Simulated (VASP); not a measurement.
# Br (Pm-3m) in VASP: single point with PBEsol

Aim: the single point of Br with PBEsol.

Program: VASP 6.6.1. These are calculated values, not measurements. Logs are shortened: lines on timing, memory, paths and dates and some standing lists are left out, and cuts for length are marked.

## Step 1: The cell of the first run

Symmetry: Pm-3m, No. 221, cubic system. The conventional cell has a = 4.598 Å, b = 4.598 Å, c = 4.598 Å, α = 90.00°, β = 90.00°, γ = 90.00°. Br (site symmetry 4/mmm) has 8 Br at 3.25 Å within 4.3 Å.

## Step 2: Single point, PBEsol

File POSCAR:

```
Br
1.0
    4.5976400000      0.0000000000      0.0000000000
    0.0000000000      4.5976400000      0.0000000000
    0.0000000000      0.0000000000      4.5976400000
Br
3
Direct
    0.5000000000      0.0000000000      0.0000000000
    0.0000000000      0.0000000000      0.5000000000
    0.0000000000      0.5000000000      0.0000000000
```

File INCAR.step1:

```
ALGO = Normal ; EDIFF = 1E-6
ENCUT = 400 ; GGA = PS
GGA_COMPAT = F ; ISIF = 2
ISMEAR = 1 ; LASPH = T
LCHARG = T ; LORBIT = 11
LREAL = F ; LWAVE = F
NBANDS = 18 ; NEDOS = 2001
NELM = 120 ; PREC = Accurate
SIGMA = 0.1
```

File KPOINTS.step1:

```
k-points
0
Gamma
  5 5 5
```

File INCAR.step2:

```
ALGO = Normal ; EDIFF = 1E-6
ENCUT = 400 ; GGA = PS
GGA_COMPAT = F ; ICHARG = 11
ISIF = 2 ; ISMEAR = -5
LASPH = T ; LCHARG = F
LORBIT = 11 ; LREAL = F
LWAVE = F ; NBANDS = 18
NEDOS = 2001 ; NELM = 120
PREC = Accurate ; SIGMA = 0.1
```

File KPOINTS.step2:

```
k-points
0
Gamma
  8 8 8
```

Potentials or basis: VASP PAW PBE potentials, release 64 (Br).

Started as:

```sh
$ cat potpaw_PBE.64/Br/POTCAR > POTCAR
$ cp INCAR.step1 INCAR
$ cp KPOINTS.step1 KPOINTS
$ mpirun -np 1 vasp_std > vasp.out
$ cp INCAR.step2 INCAR
$ cp KPOINTS.step2 KPOINTS
$ mpirun -np 1 vasp_std > vasp.out
```

OUTCAR:

```text
EDIFF = 1E-6
   ENCUT = 400
   GGA = PS
   ICHARG = 11
   ISIF = 2
   ISMEAR = -5
   LASPH = T
   LORBIT = 11
   LREAL = F
   NELM = 120
   PREC = Accurate

 ion  position               nearest neighbor table
   1  0.500  0.000  0.000-
   2  0.000  0.000  0.500-
   3  0.000  0.500  0.000-

  LATTYP: Found a simple cubic cell.
 ALAT       =     4.5976400000

  Lattice vectors:

 A1 = (   4.5976400000,   0.0000000000,   0.0000000000)
 A2 = (   0.0000000000,   4.5976400000,   0.0000000000)
 A3 = (   0.0000000000,   0.0000000000,   4.5976400000)

Analysis of symmetry for initial positions (statically):
=====================================================================
 Subroutine PRICEL returns:
 Original cell was already a primitive cell.

 Routine SETGRP: Setting up the symmetry group for a
 simple cubic supercell.

 Subroutine GETGRP returns: Found 48 space group operations
 (whereof 48 operations were pure point group operations)
 out of a pool of 48 trial point group operations.

The static configuration has the point symmetry O_h .

Analysis of symmetry for dynamics (positions and initial velocities):
=====================================================================
 Subroutine PRICEL returns:
 Original cell was already a primitive cell.

 Routine SETGRP: Setting up the symmetry group for a
 simple cubic supercell.

 Subroutine GETGRP returns: Found 48 space group operations
 (whereof 48 operations were pure point group operations)
 out of a pool of 48 trial point group operations.

The dynamic configuration has the point symmetry O_h .

 Subroutine INISYM returns: Found 48 space group operations
 (whereof 48 operations are pure point group operations),
 and found     1 'primitive' translations

----------------------------------------------------------------------------------------

                                     Primitive cell

  volume of cell :      97.1863

  direct lattice vectors                    reciprocal lattice vectors
     4.597640000  0.000000000  0.000000000     0.217502893  0.000000000  0.000000000
     0.000000000  4.597640000  0.000000000     0.000000000  0.217502893  0.000000000
     0.000000000  0.000000000  4.597640000     0.000000000  0.000000000  0.217502893

  length of vectors
     4.597640000  4.597640000  4.597640000     0.217502893  0.217502893  0.217502893

  position of ions in fractional coordinates (direct lattice)
     0.500000000  0.000000000  0.000000000
     0.000000000  0.000000000  0.500000000
     0.000000000  0.500000000  0.000000000

  ion indices of the primitive-cell ions
   primitive index   ion index
                 1           1
                 2           2
                 3           3

----------------------------------------------------------------------------------------

 KPOINTS: k-points

Automatic generation of k-mesh.
 Grid dimensions read from file:
 generate k-points for:    8    8    8

 Generating k-lattice:

  Cartesian coordinates                     Fractional coordinates (reciprocal lattice)
     0.027187862  0.000000000  0.000000000     0.125000000  0.000000000  0.000000000
     0.000000000  0.027187862  0.000000000     0.000000000  0.125000000  0.000000000
     0.000000000  0.000000000  0.027187862     0.000000000  0.000000000  0.125000000

  Length of vectors
     0.027187862  0.027187862  0.027187862

  Shift w.r.t. Gamma in fractional coordinates (k-lattice)
     0.000000000  0.000000000  0.000000000

 TETIRR: Found    250 inequivalent tetrahedra from     3072

 Subroutine IBZKPT returns following result:
 ===========================================

 Found     35 irreducible k-points:

 Following reciprocal coordinates:
            Coordinates               Weight
  0.000000  0.000000  0.000000      1.000000
  0.125000  0.000000  0.000000      6.000000
  0.250000  0.000000  0.000000      6.000000
  0.375000  0.000000  0.000000      6.000000
  0.500000  0.000000  0.000000      3.000000
  0.125000  0.125000  0.000000     12.000000
[... 16 lines left out ...]
  0.375000  0.375000  0.125000     24.000000
  0.500000  0.375000  0.125000     24.000000
 [... further k-points ...]
   k-points           NKPTS =     35   k-points in BZ     NKDIM =     35   number of bands    NBANDS=     18
   number of dos      NEDOS =   2001   number of ions     NIONS =      3
   total plane-waves  NPLWV =  27000
   dimension x,y,z NGX =    30 NGY =   30 NGZ =   30
   dimension x,y,z NGXF=    60 NGYF=   60 NGZF=   60
   ions per type =               3
   NGX,Y,Z   is equivalent  to a cutoff of  10.85, 10.85, 10.85 a.u.
   NGXF,Y,Z  is equivalent  to a cutoff of  21.70, 21.70, 21.70 a.u.
 SYSTEM =  unknown system
   PREC   = accura    normal or accurate (medium, high low for compatibility)
   ISTART =      0    job   : 0-new  1-cont  2-samecut
   ICHARG =     11    charge: 1-file 2-atom 10-const
   ISPIN  =      1    spin polarized calculation?
   LNONCOLLINEAR =      F non collinear calculations
   LSORBIT =      F    spin-orbit coupling
   LASPH  =      T    aspherical Exc in radial PAW
   ENCUT  =  400.0 eV  29.40 Ry    5.42 a.u.   7.50  7.50  7.50*2*pi/ulx,y,z
   NELM   =    120;   NELMIN=  2; NELMDL=  0     # of ELM steps
   EDIFF  = 0.1E-05   stopping-criterion for ELM
   LREAL  =      F    real-space projection
   EDIFFG = 0.1E-04   stopping-criterion for IOM
   NSW    =      0    number of steps for IOM
   IBRION =     -1    ionic relax: 0-MD 1-quasi-New 2-CG
   NFREE  =      0    steps in history (QN), initial steepest desc. (CG)
   ISIF   =      2    stress and relaxation
   ISYM   =      2    0-nonsym 1-usesym 2-fastsym
   POTIM  = 0.5000    time-step for ionic-motion
   TEBEG  =    0.0;   TEEND  =   0.0 temperature during run
   PSTRESS=    0.0 pullay stress
   NELECT =      21.0000    total number of electrons
   NUPDOWN=      -1.0000    fix difference up-down
   EMIN   =  10.00;   EMAX   =-10.00  energy-range for DOS
   EFERMI =   0.00;   METHOD = LEGACY
   ISMEAR =    -5;   SIGMA  =   0.10  broadening in eV -4-tet -1-fermi 0-gaus
   EFERMI_NEDOS =   21; number of points for ismear=-14 and -15
   IALGO  =     38    algorithm
   IMIX   =      4    mixing-type and parameters
     AMIX     =   0.40;   BMIX     =  1.00
     AMIX_MAG =   1.60;   BMIX_MAG =  1.00
  volume/ion in A,a.u.               =      32.40       218.62
  Fermi-wavevector in a.u.,A,eV,Ry     =   0.982380  1.856430 13.130588  0.965071
  Thomas-Fermi vector in A             =   2.113458
   LORBIT       =     11    0 simple, 1 ext, 2 COOP (PROOUT), +10 PAW based schemes
   GGA     = PS    functional components
   LHFCALC =     F    Hartree Fock is set to
   AEXX    =    0.0000 exact exchange contribution
   IVDW    =     0    specifies the selected vdW correction
   LEPSILON=     F    determine dielectric tensor
   LRPA    =     F    only Hartree local field effects (RPA)
 non-spin polarized calculation
 Fermi weights with tetrahedron method with Bloechl corrections
  energy-cutoff  :      400.00
  volume of cell :       97.19
 maximum number of plane-waves:      1791
 NGX is ok and might be reduce to    30

 number of electron      20.9999987 magnetization

 Free energy of the ion-electron system (eV)
  ---------------------------------------------------
  ext. energy  EPLUGINS =         0.00000000
  ---------------------------------------------------
  free energy    TOTEN  =        -3.80191980 eV

  energy without entropy =       -3.80191980  energy(sigma->0) =       -3.80191980

 E-fermi :   0.0943     XC(G=0):  -8.2934

 val. band max:        0.1831204720   @ k =   0.3750   0.3750   0.2500
 cond. band min:       0.0612423240   @ k =   0.5000   0.2500   0.0000
 fundamental gap:     -0.1218781480
 Fermi energy:         0.0943237200

 k-point     1 :       0.0000    0.0000    0.0000
  band No.  band energies     occupation
      1     -15.1021      2.00000
      2     -13.3490      2.00000
      3     -13.3490      2.00000
      4      -3.5895      2.00000
      5      -3.5895      2.00000
      6      -3.5895      2.00000
[... 10 lines left out ...]
     17       8.8375      0.00000
     18       8.8375      0.00000

 k-point     2 :       0.1250    0.0000    0.0000
  band No.  band energies     occupation
      1     -15.0526      2.00000
      2     -13.4211      2.00000
      3     -13.3453      2.00000
      4      -3.5236      2.00000
      5      -3.5236      2.00000
      6      -3.4876      2.00000
[... 10 lines left out ...]
     17       8.9142      0.00000
     18       9.1122      0.00000

 k-point     3 :       0.2500    0.0000    0.0000
  band No.  band energies     occupation
      1     -14.9125      2.00000
      2     -13.6151      2.00000
      3     -13.3363      2.00000
      4      -3.3392      2.00000
      5      -3.3392      2.00000
      6      -3.1887      2.00000
[... 10 lines left out ...]
     17       9.4240      0.00000
     18       9.7821      0.00000

 k-point     4 :       0.3750    0.0000    0.0000
  band No.  band energies     occupation
      1     -14.7154      2.00000
      2     -13.8650      2.00000
      3     -13.3272      2.00000
      4      -3.0941      2.00000
      5      -3.0941      2.00000
      6      -2.7155      2.00000
[... 375 lines left out ...]
      4      -3.7026      2.00000
      5      -3.0991      2.00000
      6      -2.4112      2.00000
[... 10 lines left out ...]
     17      10.8400      0.00000
     18      11.1390      0.00000

 k-point    23 :       0.3750    0.3750    0.1250
  band No.  band energies     occupation
      1     -14.3302      2.00000
      2     -13.8791      2.00000
      3     -13.6988      2.00000
      4      -3.8792      2.00000
      5      -3.2842      2.00000
      6      -2.3507      2.00000
[... 10 lines left out ...]
     17      10.5201      0.00000
     18      10.7637      0.00000

 k-point    24 :       0.5000    0.3750    0.1250
  band No.  band energies     occupation
      1     -14.1954      2.00000
      2     -13.9669      2.00000
      3     -13.7455      2.00000
      4      -3.8666      2.00000
      5      -3.4614      2.00000
      6      -2.4020      2.00000
[... 10 lines left out ...]
     17      10.5537      0.00000
     18      10.6803      0.00000

 [... further k-points ...]

------------------------ aborting loop because EDIFF is reached ----------------------------------------

  FORCE on cell =-STRESS in cart. coord.  units (eV):
  Direction    XX          YY          ZZ          XY          YZ          ZX
  --------------------------------------------------------------------------------------
  -------------------------------------------------------------------------------------
  Total       -1.7729554     -1.7729554     -1.7729554      0.0000000     -0.0000000     -0.0000000
  in kB      -29.2282959    -29.2282959    -29.2282959      0.0000000     -0.0000000     -0.0000000
  external PRESSURE =     -29.2282959 kB  Pullay stress =       0.0000000 kB

 VOLUME and BASIS-vectors are now :
 -----------------------------------------------------------------------------
  energy-cutoff  :      400.00
  volume of cell :       97.19
      direct lattice vectors                 reciprocal lattice vectors
     4.597640000  0.000000000  0.000000000     0.217502893  0.000000000  0.000000000
     0.000000000  4.597640000  0.000000000     0.000000000  0.217502893  0.000000000
     0.000000000  0.000000000  4.597640000     0.000000000  0.000000000  0.217502893

 POSITION                                       TOTAL-FORCE (eV/Angst)
 -----------------------------------------------------------------------------------
      2.29882      0.00000      0.00000         0.000000      0.000000      0.000000
      0.00000      0.00000      2.29882         0.000000      0.000000      0.000000
      0.00000      2.29882      0.00000         0.000000      0.000000      0.000000
 -----------------------------------------------------------------------------------
    total drift:                               -0.000000      0.000000      0.000000

  FREE ENERGIE OF THE ION-ELECTRON SYSTEM (eV)
  ---------------------------------------------------
  free  energy   TOTEN  =        -3.8019197962 eV

  energy  without entropy=       -3.8019197962  energy(sigma->0) =       -3.80191980

 total charge

# of ion       s       p       d       tot
------------------------------------------
    1        1.639   2.984   0.016   4.639
    2        1.639   2.984   0.016   4.639
    3        1.639   2.984   0.016   4.639
--------------------------------------------------
tot          4.917   8.951   0.048  13.916
```

It took 15 s on 1 thread of AMD EPYC 9R45 (Zen 5), shared host; peak memory 0.14 GiB.

Results:

- Valence electrons inside the program's atomic spheres: Br 4.64

Caveat: the PAW data sets were made with another functional, which shifts forces and pressure a little; an odd number of electrons without spin polarisation forces a metal; a magnetic or distorted state may lie lower.
